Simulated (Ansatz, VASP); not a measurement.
## Zn in VASP and in Ansatz

The input INCAR:

```
PREC = Accurate
ENCUT = 520
EDIFF = 1E-6
ISMEAR = 0
SIGMA = 0.15
LREAL = F
LASPH = T
NELM = 60
ALGO = Fast
ISIF = 2
LWAVE = F
LCHARG = F
NBANDS = 12
```

The input KPOINTS:

```
regular mesh
0
Gamma
  22 22 22
```

The input POSCAR:

```
Zn
1.0
   -0.6829770618      1.6077392279      1.6077392279
    1.6077392279     -0.6829770618      1.6077392279
    1.6077392279      1.6077392279     -0.6829770618
Zn
1
Direct
    0.0000000000      0.0000000000      0.0000000000
```

Input for Ansatz:

```yaml
crystal:
  lattice:
    - [-0.6829770618, 1.6077392279, 1.6077392279]
    - [1.6077392279, -0.6829770618, 1.6077392279]
    - [1.6077392279, 1.6077392279, -0.6829770618]
  atoms:
    - { symbol: Zn, position: [0.0, 0.0, 0.0] }
basis:
  ecutwfc: 520.0
kpoints:
  mp_grid: { grid: [22, 22, 22] }
hamiltonian:
  xc: lda
  pseudopotentials: { kind: paw }
scf:
  occupations: { method: gaussian, width: 0.15 }
output:
  forces: true
  stress: true
  eigenvalues: true
```

Alike in both runs: task single point; functional LDA; k mesh 22 × 22 × 22; occupations gaussian, width 0.15 eV; no spin polarisation.

```csv
,VASP,Ansatz
version,VASP 6.6.1,Ansatz 0.2.0
potentials or method,"VASP PAW LDA potentials, release 64 (Zn), cutoff 520 eV","scalar-relativistic, plane waves, PAW"
valence electrons in the cell,12,12
```

|  | VASP | Ansatz | Ansatz less VASP |
| --- | --- | --- | --- |
| gap on the k mesh at the Fermi level (eV) | none | none | - |
| pressure (GPa) | 21.7 | 20.8 | -0.96 |
| traceless stress, the component that is largest in VASP (GPa) | 2.50 | 2.44 | -0.058 |

LDA's correlation is that of Perdew and Zunger in VASP and of Perdew and Wang (1992) in Ansatz. A gap of «none» marks a metal or a gap that the smearing closes.
